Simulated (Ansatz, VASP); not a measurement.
TaBr4: VASP beside Ansatz

```
CELL_PARAMETERS angstrom
4.80702 -5.64201 0.00000
4.80702 5.64201 0.00000
0.00000 0.00000 3.54881
ATOMIC_POSITIONS crystal
Ta 0.50000 0.50000 0.50000
Br 0.71890 0.28110 0.50000
Br 0.29620 0.29620 0.00000
Br 0.70379 0.70379 0.00000
Br 0.28110 0.71890 0.50000
```

Change from the starting cell: relaxed end of: species swapped into the FeCl4 type (Cmmm, No. 65).

Alike in both runs: functional PBE; k mesh 6 × 6 × 10; occupations gaussian, width 0.1 eV; no spin polarisation.

Ansatz relaxed the structure, and its values are those at the end. VASP's run is a single point on that final structure, the one shown.

|  | VASP | Ansatz |
| --- | --- | --- |
| version | VASP 6.6.1 | Ansatz 0.2.0 |
| potentials or method | VASP PAW PBE potentials, release 64 (Ta_pv, Br), cutoff 520 eV | scalar-relativistic, plane waves, PAW |
| valence electrons in the cell | 39 | 41 |

```csv
,VASP,Ansatz,Ansatz less VASP
gap on the k mesh at the Fermi level (eV),none,none,-
pressure (GPa),0.0,0.0,-0.03
```

A gap of «none» marks a metal or a gap that the smearing closes. With one functional, cell and mesh, what is left measures potentials, basis and numerics. VASP's potentials hold 39 valence electrons a cell and Ansatz's 41, so a difference there can come from the potentials and not from the codes.

Spin-orbit coupling is off throughout.
